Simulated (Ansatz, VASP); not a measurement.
**SnO in VASP and in Ansatz**

```
CELL_PARAMETERS angstrom
3.65208 0.00000 0.00000
0.00000 3.65208 0.00000
0.00000 0.00000 4.75058
ATOMIC_POSITIONS crystal
Sn 0.93902 0.50000 0.24247
Sn 0.56098 0.00000 0.75753
O 0.00923 0.00000 0.00000
O 0.49077 0.50000 0.00000
```

Change from the starting cell: mode 4 frozen in at -0.232 Å, equal normal strain along x and y -0.0400.

Alike in both runs: task single point; functional PBEsol; k mesh 10 × 10 × 8; occupations gaussian, width 0.15 eV; no spin polarisation.

|  | VASP | Ansatz |
| --- | --- | --- |
| version | VASP 6.6.1 | Ansatz 0.2.0 |
| potentials or method | VASP PAW PBE potentials, release 64 (Sn_d, O), cutoff 520 eV | scalar-relativistic, plane waves, PAW |
| valence electrons in the cell | 40 | 40 |

```tsv
	VASP	Ansatz	Ansatz less VASP
gap on the k mesh at the Fermi level (eV)	none	none	-
pressure (GPa)	13.8	13.3	-0.48
traceless stress, the component that is largest in VASP (GPa)	9.08	8.85	-0.238
rms of the force components (eV/Å)	1.168	1.119	-0.0494
```

VASP's potentials were made for PBE, not for PBEsol, and Ansatz warns of the same on its side. Atom by atom the forces differ by 0.057 eV/Å (rms over components). A gap of «none» marks a metal or a gap that the smearing closes.
